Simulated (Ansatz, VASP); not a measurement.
## Two plane-wave programs on Tl

```
Tl
1.0
     0.00000    2.44702    2.44702
     2.44702    0.00000    2.44702
     2.44702    2.44702    0.00000
Tl
1
Direct
  0.00000 0.00000 0.00000
```

Change from the starting cell: volume scaled by 0.9405, PAW files.

Alike in both runs: task electric field gradients; functional PBE; k mesh 14 × 14 × 14; occupations fermi-dirac, width 0.08 eV; no spin polarisation.

|  | VASP | Ansatz |
| --- | --- | --- |
| version | VASP 6.6.1 | Ansatz 0.2.0 |
| potentials or method | VASP PAW PBE potentials, release 64 (Tl_d) | PAW with Ansatz's default frozen-core files, scalar-relativistic |
| plane-wave cutoff (eV) | 520 | 420 |
| valence electrons in the cell | 13 | 13 |

```tsv
	VASP	Ansatz	Ansatz less VASP
pressure (GPa)	1.9	2.0	+0.06
```

The functional is the same, so the differences come from potentials, cutoffs and numerics.

Neither program's run includes spin-orbit coupling.
